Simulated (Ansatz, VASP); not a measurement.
## One calculation of SnO, two programs

The input INCAR:

```
ALGO = Normal
EDIFF = 1E-7
ENCUT = 520
GGA = PE
ISIF = 2
ISMEAR = -1
LASPH = T
LCHARG = F
LREAL = F
LWAVE = F
NBANDS = 28
NELM = 80
PREC = Accurate
SIGMA = 0.02
```

File KPOINTS:

```
k-points
0
Gamma
  6 6 6
```

Contents of POSCAR:

```
SnO
1.0
    3.5855702148      0.0000000000      0.0000000000
    0.0000000000      3.5855702148      0.0000000000
    0.0000000000      0.0000000000      4.4984153154
Sn O
2 2
Direct
    0.5000000000      0.0000000000      0.2654950255
    0.0000000000      0.5000000000      0.7345049745
    0.0000000000      0.0000000000      0.0000000000
    0.5000000000      0.5000000000      0.0000000000
```

Input for Ansatz:

```yaml
crystal:
  lattice:
    - [3.5855702148, 0.0, 0.0]
    - [0.0, 3.5855702148, 0.0]
    - [0.0, 0.0, 4.4984153154]
  atoms:
    - { symbol: Sn, position: [0.5, 0.0, 0.2654950255] }
    - { symbol: Sn, position: [0.0, 0.5, 0.7345049745] }
    - { symbol: O, position: [0.0, 0.0, 0.0] }
    - { symbol: O, position: [0.5, 0.5, 0.0] }
kpoints:
  mp_grid: { grid: [6, 6, 6] }
  band_path:
    path:
      - [0.0, 0.0, 0.0]
      - [0.0, 0.5, 0.0]
      - [0.5, 0.5, 0.0]
      - [0.0, 0.0, 0.5]
      - [0.0, 0.5, 0.5]
      - [0.5, 0.5, 0.5]
    npoints: 1
hamiltonian:
  xc: pbe
scf:
  occupations: { method: fermi_dirac, width: 0.02 }
  n_extra_bands: 5
output:
  forces: true
  stress: true
  eigenvalues: true
```

Change from the starting cell: hydrostatic strain -5.5%.

Alike in both runs: task single point; functional PBE; k mesh 6 × 6 × 6; occupations fermi-dirac, width 0.02 eV; no spin polarisation.

|  | VASP | Ansatz |
| --- | --- | --- |
| version | VASP 6.6.1 | Ansatz 0.2.0 |
| potentials or method | VASP PAW PBE potentials, release 64 (Sn_d, O) | plane waves, PAW |
| plane-wave cutoff (eV) | 520 | 420 |
| valence electrons in the cell | 40 | 40 |

|  | VASP | Ansatz | Ansatz less VASP |
| --- | --- | --- | --- |
| pressure (GPa) | 20.5 | 20.1 | -0.41 |
| traceless stress, the component that is largest in VASP (GPa) | -6.14 | -6.22 | -0.073 |
| rms of the force components (eV/Å) | 0.264 | 0.221 | -0.0432 |

Atom by atom the forces differ by 0.043 eV/Å (rms over components).
